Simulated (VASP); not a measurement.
# Ru (Fm-3m) in VASP: a series of runs

Runs on Ru. Level: PBE. Tasks: single point.

Program: VASP 6.6.1. These are calculated values, not measurements. Logs are shortened: lines on timing, memory, paths and dates and some standing lists are left out, and cuts for length are marked.

### Step 1. The cell of the first run

It takes space group Fm-3m (No. 225, cubic). The conventional cell has a = 3.651 Å, b = 3.651 Å, c = 3.651 Å, α = 90.00°, β = 90.00°, γ = 90.00°. Within 3.4 Å of Ru (site symmetry m-3m) lie 12 Ru at 2.58 Å.

### Step 2. Single point, PBE (volume scaled by 0.88)

The input, INCAR:

```
SYSTEM = Ru
PREC     = Accurate       ! precision mode
ENCUT    = 520            ! plane-wave cutoff, eV
EDIFF    = 1E-6           ! SCF threshold, eV
ISMEAR   = 0              ! smearing method
SIGMA    = 0.1            ! smearing width, eV
LREAL    = .FALSE.        ! projectors in reciprocal space
LASPH    = .TRUE.         ! aspherical terms in the spheres
NELM     = 100            ! most SCF steps
ALGO     = Fast           ! electronic algorithm
ISIF     = 2              ! what is computed and relaxed
LWAVE    = .FALSE.        ! write WAVECAR
LCHARG   = .FALSE.        ! write CHGCAR
GGA      = PE             ! functional
NBANDS   = 13             ! bands
```

The input, KPOINTS:

```
Automatic mesh
0
G
  18 18 18
  0 0 0
```

The input, POSCAR:

```
Ru
1.0
    0.0000000000      1.8256114993      1.8256114993
    1.8256114993      0.0000000000      1.8256114993
    1.8256114993      1.8256114993      0.0000000000
Ru
1
Direct
    0.0000000000      0.0000000000      0.0000000000
```

Potentials or basis: VASP PAW PBE potentials, release 64 (Ru_pv).

Started as:

```
cat potpaw_PBE.64/Ru_pv/POTCAR > POTCAR
mpirun -np 1 vasp_std > vasp.out
```

OUTCAR:

```text
SYSTEM = Ru
   PREC = Accurate
   ENCUT = 520
   EDIFF = 1E-6
   ISMEAR = 0
   LREAL = .FALSE.
   LASPH = .TRUE.
   NELM = 100
   ISIF = 2
   GGA = PE

 ion  position               nearest neighbor table
   1  0.000  0.000  0.000-

  LATTYP: Found a face centered cubic cell.
 ALAT       =     3.6512229986

  Lattice vectors:

 A1 = (   0.0000000000,   1.8256114993,   1.8256114993)
 A2 = (   1.8256114993,   0.0000000000,   1.8256114993)
 A3 = (   1.8256114993,   1.8256114993,   0.0000000000)

Analysis of symmetry for initial positions (statically):
=====================================================================
 Subroutine PRICEL returns:
 Original cell was already a primitive cell.

 Routine SETGRP: Setting up the symmetry group for a
 face centered cubic supercell.

 Subroutine GETGRP returns: Found 48 space group operations
 (whereof 48 operations were pure point group operations)
 out of a pool of 48 trial point group operations.

The static configuration has the point symmetry O_h .

Analysis of symmetry for dynamics (positions and initial velocities):
=====================================================================
 Subroutine PRICEL returns:
 Original cell was already a primitive cell.

 Routine SETGRP: Setting up the symmetry group for a
 face centered cubic supercell.

 Subroutine GETGRP returns: Found 48 space group operations
 (whereof 48 operations were pure point group operations)
 out of a pool of 48 trial point group operations.

The dynamic configuration has the point symmetry O_h .

 Subroutine INISYM returns: Found 48 space group operations
 (whereof 48 operations are pure point group operations),
 and found     1 'primitive' translations

----------------------------------------------------------------------------------------

                                     Primitive cell

  volume of cell :      12.1690

  direct lattice vectors                    reciprocal lattice vectors
     0.000000000  1.825611499  1.825611499    -0.273880834  0.273880834  0.273880834
     1.825611499  0.000000000  1.825611499     0.273880834 -0.273880834  0.273880834
     1.825611499  1.825611499  0.000000000     0.273880834  0.273880834 -0.273880834

  length of vectors
     2.581804542  2.581804542  2.581804542     0.474375520  0.474375520  0.474375520

  position of ions in fractional coordinates (direct lattice)
     0.000000000  0.000000000  0.000000000

  ion indices of the primitive-cell ions
   primitive index   ion index
                 1           1

----------------------------------------------------------------------------------------

 KPOINTS: Automatic mesh

Automatic generation of k-mesh.
 Grid dimensions read from file:
 generate k-points for:   18   18   18

 Generating k-lattice:

  Cartesian coordinates                     Fractional coordinates (reciprocal lattice)
    -0.015215602  0.015215602  0.015215602     0.055555556  0.000000000  0.000000000
     0.015215602 -0.015215602  0.015215602     0.000000000  0.055555556  0.000000000
     0.015215602  0.015215602 -0.015215602     0.000000000  0.000000000  0.055555556

  Length of vectors
     0.026354196  0.026354196  0.026354196

  Shift w.r.t. Gamma in fractional coordinates (k-lattice)
     0.000000000  0.000000000  0.000000000

 Subroutine IBZKPT returns following result:
 ===========================================

 Found    195 irreducible k-points:

 Following reciprocal coordinates:
            Coordinates               Weight
  0.000000  0.000000  0.000000      1.000000
  0.055556  0.000000  0.000000      8.000000
  0.111111  0.000000  0.000000      8.000000
  0.166667  0.000000  0.000000      8.000000
  0.222222  0.000000  0.000000      8.000000
  0.277778  0.000000  0.000000      8.000000
[... 16 lines left out ...]
 -0.277778  0.055556  0.000000     24.000000
 -0.222222  0.055556  0.000000     24.000000
 [... further k-points ...]
   k-points           NKPTS =    195   k-points in BZ     NKDIM =    195   number of bands    NBANDS=     13
   number of dos      NEDOS =    301   number of ions     NIONS =      1
   total plane-waves  NPLWV =   8000
   dimension x,y,z NGX =    20 NGY =   20 NGZ =   20
   dimension x,y,z NGXF=    40 NGYF=   40 NGZF=   40
   ions per type =               1
   NGX,Y,Z   is equivalent  to a cutoff of  12.88, 12.88, 12.88 a.u.
   NGXF,Y,Z  is equivalent  to a cutoff of  25.76, 25.76, 25.76 a.u.
 SYSTEM =  Ru
   PREC   = accura    normal or accurate (medium, high low for compatibility)
   ISTART =      0    job   : 0-new  1-cont  2-samecut
   ICHARG =      2    charge: 1-file 2-atom 10-const
   ISPIN  =      1    spin polarized calculation?
   LNONCOLLINEAR =      F non collinear calculations
   LSORBIT =      F    spin-orbit coupling
   LASPH  =      T    aspherical Exc in radial PAW
   ENCUT  =  520.0 eV  38.22 Ry    6.18 a.u.   4.80  4.80  4.80*2*pi/ulx,y,z
   NELM   =    100;   NELMIN=  2; NELMDL= -5     # of ELM steps
   EDIFF  = 0.1E-05   stopping-criterion for ELM
   LREAL  =      F    real-space projection
   EDIFFG = 0.1E-04   stopping-criterion for IOM
   NSW    =      0    number of steps for IOM
   IBRION =     -1    ionic relax: 0-MD 1-quasi-New 2-CG
   NFREE  =      0    steps in history (QN), initial steepest desc. (CG)
   ISIF   =      2    stress and relaxation
   ISYM   =      2    0-nonsym 1-usesym 2-fastsym
   POTIM  = 0.5000    time-step for ionic-motion
   TEBEG  =    0.0;   TEEND  =   0.0 temperature during run
   PSTRESS=    0.0 pullay stress
   NELECT =      14.0000    total number of electrons
   NUPDOWN=      -1.0000    fix difference up-down
   EMIN   =  10.00;   EMAX   =-10.00  energy-range for DOS
   EFERMI =   0.00;   METHOD = LEGACY
   ISMEAR =     0;   SIGMA  =   0.10  broadening in eV -4-tet -1-fermi 0-gaus
   EFERMI_NEDOS =   21; number of points for ismear=-14 and -15
   IALGO  =     68    algorithm
   IMIX   =      4    mixing-type and parameters
     AMIX     =   0.40;   BMIX     =  1.00
     AMIX_MAG =   1.60;   BMIX_MAG =  1.00
  volume/ion in A,a.u.               =      12.17        82.12
  Fermi-wavevector in a.u.,A,eV,Ry     =   1.715402  3.241639 40.036540  2.942603
  Thomas-Fermi vector in A             =   2.792780
   LORBIT       =      0    0 simple, 1 ext, 2 COOP (PROOUT), +10 PAW based schemes
   GGA     = PE    functional components
   LHFCALC =     F    Hartree Fock is set to
   AEXX    =    0.0000 exact exchange contribution
   IVDW    =     0    specifies the selected vdW correction
   LEPSILON=     F    determine dielectric tensor
   LRPA    =     F    only Hartree local field effects (RPA)
 non-spin polarized calculation
 RMM-DIIS sequential band-by-band and
 Gauss-broadening in eV      SIGMA  =   0.10
  energy-cutoff  :      520.00
  volume of cell :       12.17
 maximum number of plane-waves:       342
   NGX =  9   NGY =  9   NGZ =  9

 number of electron      13.9999999 magnetization

 Free energy of the ion-electron system (eV)
  ---------------------------------------------------
  ext. energy  EPLUGINS =         0.00000000
  ---------------------------------------------------
  free energy    TOTEN  =        -8.88079010 eV

  energy without entropy =       -8.87700926  energy(sigma->0) =       -8.87889968

 E-fermi :  14.8020     XC(G=0): -14.8085

 val. band max:       14.7948370079   @ k =   0.1111   0.0556   0.0000
 cond. band min:      14.8201760180   @ k =   0.1667   0.0556   0.0000
 fundamental gap:      0.0253390101
 Fermi energy:        14.8020162329

 k-point     1 :       0.0000    0.0000    0.0000
  band No.  band energies     occupation
      1     -27.5746      2.00000
      2     -27.5746      2.00000
      3     -27.5746      2.00000
      4       6.3152      2.00000
      5      11.8129      2.00000
      6      11.8129      2.00000
      7      11.8129      2.00000
      8      14.7137      1.78852
      9      14.7137      1.78852
     10      25.2890      0.00000
     11      29.7674      0.00000
     12      36.1456      0.00000
     13      36.1456      0.00000

 k-point     2 :       0.0556    0.0000    0.0000
  band No.  band energies     occupation
      1     -27.6237      2.00000
      2     -27.5807      2.00000
      3     -27.5807      2.00000
      4       6.4642      2.00000
      5      11.7292      2.00000
      6      11.8780      2.00000
      7      11.8780      2.00000
      8      14.6676      1.94269
      9      14.6676      1.94269
     10      25.2890      0.00000
     11      30.0338      0.00000
     12      35.4643      0.00000
     13      36.3991      0.00000

 k-point     3 :       0.1111    0.0000    0.0000
  band No.  band energies     occupation
      1     -27.7642      2.00000
      2     -27.5984      2.00000
      3     -27.5984      2.00000
      4       6.8850      2.00000
      5      11.5237      2.00000
      6      12.0480      2.00000
      7      12.0480      2.00000
      8      14.5657      1.99917
      9      14.5657      1.99917
     10      25.2890      0.00000
     11      30.7634      0.00000
     12      34.0784      0.00000
     13      37.1387      0.00000
[... 305 lines left out ...]
 k-point    23 :      -0.2778    0.0556    0.0000
  band No.  band energies     occupation
      1     -28.5780      2.00000
      2     -27.7578      2.00000
      3     -27.6895      2.00000
      4       8.4153      2.00000
      5      11.9979      2.00000
      6      12.2247      2.00000
      7      12.2462      2.00000
      8      14.8942      0.19234
      9      15.9688      0.00000
     10      25.2887      0.00000
     11      29.6246      0.00000
     12      32.8910      0.00000
     13      39.6758      0.00000

 k-point    24 :      -0.2222    0.0556    0.0000
  band No.  band energies     occupation
      1     -28.3240      2.00000
      2     -27.7217      2.00000
      3     -27.6537      2.00000
      4       8.2915      2.00000
      5      11.3607      2.00000
      6      12.3089      2.00000
      7      12.3821      2.00000
      8      14.3674      2.00000
      9      15.3483      0.00000
     10      25.2889      0.00000
     11      30.7656      0.00000
     12      33.2258      0.00000
     13      39.1804      0.00000

 [... further k-points ...]
[... 5 lines left out ...]
  --------------------------------------------------------------------------------------
  -------------------------------------------------------------------------------------
  Total        4.0588401      4.0588401      4.0588401     -0.0000000      0.0000000      0.0000000
  in kB      534.3889169    534.3889169    534.3889169     -0.0000000      0.0000000      0.0000000
  external PRESSURE =     534.3889169 kB  Pullay stress =       0.0000000 kB

 VOLUME and BASIS-vectors are now :
 -----------------------------------------------------------------------------
  energy-cutoff  :      520.00
  volume of cell :       12.17
      direct lattice vectors                 reciprocal lattice vectors
     0.000000000  1.825611499  1.825611499    -0.273880834  0.273880834  0.273880834
     1.825611499  0.000000000  1.825611499     0.273880834 -0.273880834  0.273880834
     1.825611499  1.825611499  0.000000000     0.273880834  0.273880834 -0.273880834

 POSITION                                       TOTAL-FORCE (eV/Angst)
 -----------------------------------------------------------------------------------
      0.00000      0.00000      0.00000         0.000000     -0.000000     -0.000000
 -----------------------------------------------------------------------------------
    total drift:                                0.000000      0.000000      0.000000

  FREE ENERGIE OF THE ION-ELECTRON SYSTEM (eV)
  ---------------------------------------------------
  free  energy   TOTEN  =        -8.8807901030 eV

  energy  without entropy=       -8.8770092637  energy(sigma->0) =       -8.87889968
```

It took 19 s on 1 thread of Intel Xeon Platinum 8488C (Sapphire Rapids), shared host; peak memory 0.15 GiB.

Results:

| Item | Value |
| --- | --- |
| Free energy | -8.8808 eV |
| Pressure | 53.4 GPa |
| Band gap on the k mesh | zero (band 7 reaches 17.56 eV, above the bottom of band 8 at 13.44 eV) |

Levels at points of the mesh, in eV from the Fermi level:
```csv
k point,band 5,band 6,band 7,band 8,band 9,band 10
"(0.00, 0.00, 0.00)",-2.99,-2.99,-2.99,-0.09,-0.09,10.49
"(0.50, 0.00, 0.00)",-3.15,-3.15,1.22,2.14,2.14,10.48
"(0.50, 0.50, 0.00)",-6.87,2.09,2.76,2.76,4.17,10.49
```

### Step 3. Single point, PBE (volume scaled by 0.91)

The input, INCAR:

```
ALGO = Normal ; EDIFF = 1E-7
ENCUT = 520 ; GGA = PE
ISIF = 2 ; ISMEAR = 0
LASPH = T ; LCHARG = F
LREAL = F ; LWAVE = F
NBANDS = 13 ; NELM = 80
PREC = Accurate ; SIGMA = 0.1
```

The input, KPOINTS:

```
k-points
0
Gamma
  18 18 18
```

The input, POSCAR:

```
Ru
1.0
    0.0000000000      1.8461257051      1.8461257051
    1.8461257051      0.0000000000      1.8461257051
    1.8461257051      1.8461257051      0.0000000000
Ru
1
Direct
    0.0000000000      0.0000000000      0.0000000000
```

Potentials or basis: VASP PAW PBE potentials, release 64 (Ru_pv).

Started as:

```
cat potpaw_PBE.64/Ru_pv/POTCAR > POTCAR
mpirun -np 1 vasp_std > vasp.out
```

It took 16 s on 1 thread of Intel Xeon Platinum 8488C (Sapphire Rapids), shared host; peak memory 0.15 GiB.

The run converged. Its results:

| Quantity | Value |
| --- | --- |
| Free energy | -8.9966 eV |
| Pressure | 36.3 GPa |
| Band gap on the k mesh | zero (band 7 reaches 16.75 eV, above the bottom of band 8 at 12.85 eV) |

Levels at points of the mesh, in eV from the Fermi level:
```csv
k point,band 5,band 6,band 7,band 8,band 9,band 10
"(0.00, 0.00, 0.00)",-2.84,-2.84,-2.84,-0.09,-0.09,10.51
"(0.50, 0.00, 0.00)",-3.00,-3.00,1.16,2.02,2.02,10.51
"(0.50, 0.50, 0.00)",-6.55,1.98,2.61,2.61,4.01,10.51
```

### Step 4. Single point, PBE (volume scaled by 0.94)

The input, INCAR:

```
SYSTEM = Ru
PREC = Accurate ; ENCUT = 520
EDIFF = 1E-7 ; ISMEAR = 0
SIGMA = 0.1 ; LREAL = .False.
LASPH = .True. ; NELM = 80
ALGO = Normal ; ISIF = 2
LWAVE = .False. ; LCHARG = .False.
GGA = PE ; NBANDS = 13
```

The input, KPOINTS:

```
regular mesh
0
Gamma
  18 18 18
  0 0 0
```

The input, POSCAR:

```
Ru
1.0
    0.0000000000      1.8661938611      1.8661938611
    1.8661938611      0.0000000000      1.8661938611
    1.8661938611      1.8661938611      0.0000000000
Ru
1
Direct
    0.0000000000      0.0000000000      0.0000000000
```

Started as:

```
cat potpaw_PBE.64/Ru_pv/POTCAR > POTCAR
mpirun -np 1 vasp_std > vasp.out
```

It took 16 s on 1 thread of Intel Xeon Platinum 8488C (Sapphire Rapids), shared host; peak memory 0.15 GiB.

It converged, with:

| Quantity | Value |
| --- | --- |
| Free energy | -9.0718 eV |
| Pressure | 22.0 GPa |
| Band gap on the k mesh | zero (band 7 reaches 16.00 eV, above the bottom of band 8 at 12.30 eV) |

Levels at points of the mesh, in eV from the Fermi level:
```csv
k point,band 4,band 5,band 6,band 7,band 8,band 9,band 10,band 11
"(0.00, 0.00, 0.00)",-8.12,-2.71,-2.71,-2.71,-0.09,-0.09,10.54,15.06
"(0.50, 0.00, 0.00)",-6.37,-2.85,-2.85,1.11,1.92,1.92,10.52,10.74
"(0.50, 0.50, 0.00)",-6.76,-6.25,1.87,2.47,2.47,3.87,10.54,13.83
```

### Step 5. Single point, PBE (volume scaled by 0.97)

The input, INCAR:

```
PREC = Accurate ; ENCUT = 520
EDIFF = 1E-7 ; ISMEAR = 0
SIGMA = 0.1 ; LREAL = F
LASPH = T ; NELM = 80
ALGO = Normal ; ISIF = 2
LWAVE = F ; LCHARG = F
GGA = PE ; NBANDS = 13
```

The input, KPOINTS:

```
regular mesh
0
Gamma
  18 18 18
```

The input, POSCAR:

```
Ru
1.0
    0.0000000000      1.8858394507      1.8858394507
    1.8858394507      0.0000000000      1.8858394507
    1.8858394507      1.8858394507      0.0000000000
Ru
1
Direct
    0.0000000000      0.0000000000      0.0000000000
```

Started as:

```
cat potpaw_PBE.64/Ru_pv/POTCAR > POTCAR
mpirun -np 1 vasp_std > vasp.out
```

Wall time 16 s (1 thread of Intel Xeon Platinum 8488C (Sapphire Rapids), shared host); peak memory 0.15 GiB.

The run converged. Its results:

* Free energy: -9.1131 eV
* Pressure: 10.0 GPa
* Band gap on the k mesh: zero (band 7 reaches 15.29 eV, above the bottom of band 8 at 11.77 eV)

Levels at points of the mesh, in eV from the Fermi level:
```csv
k point,band 3,band 4,band 5,band 6,band 7,band 8,band 9,band 10,band 11,band 12
"(0.00, 0.00, 0.00)",-42.39,-7.94,-2.59,-2.59,-2.59,-0.09,-0.09,10.57,15.09,20.90
"(0.50, 0.00, 0.00)",-42.54,-6.12,-2.72,-2.72,1.08,1.82,1.82,10.29,10.58,14.70
"(0.50, 0.50, 0.00)",-42.79,-6.46,-5.98,1.78,2.35,2.35,3.75,10.57,13.60,13.60
```

[end of part 1 of 2]
